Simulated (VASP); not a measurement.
Here is a VASP 6.6.1 calculation.

Contents of INCAR:

```
SYSTEM = SrTiO3
  ALGO = Normal
  EDIFF = 1E-6
  ENCUT = 520
  GGA = PE
  ISIF = 2
  ISMEAR = 0
  LASPH = .TRUE.
  LCHARG = .FALSE.
  LREAL = .FALSE.
  LWAVE = .FALSE.
  NBANDS = 28
  NELM = 100
  PREC = Accurate
  SIGMA = 0.01
```

Contents of KPOINTS:

```
k-points
0
G
  6 6 6
  0 0 0
```

Contents of POSCAR:

```
SrTiO3
1.0
    3.9754122643      0.0000000000      0.0000000000
    0.0000000000      3.9754122643      0.0000000000
    0.0000000000      0.0000000000      3.9754122643
Sr Ti O
1 1 3
Direct
    0.0000000000      0.0000000000      0.0000000000
    0.5000000000      0.5000000000      0.5000000000
    0.5000000000      0.0000000000      0.5000000000
    0.5000000000      0.5000000000      0.0000000000
    0.0000000000      0.5000000000      0.5000000000
```

Potentials or basis: VASP PAW PBE potentials, release 64 (Sr_sv, Ti_sv, O).

Command:

```sh
$ cat potpaw_PBE.64/Sr_sv/POTCAR potpaw_PBE.64/Ti_sv/POTCAR potpaw_PBE.64/O/POTCAR > POTCAR
$ mpirun -np 1 vasp_std > vasp.out
```

**Question.** What does it give for the pressure?

**Answer.** -4.1 GPa.

**Question.** What does it give for the band gap on the k mesh?

**Answer.** 1.75 eV (least direct gap 2.13 eV).

Caveat: the cell stands under tension. A k mesh can miss the band edges.
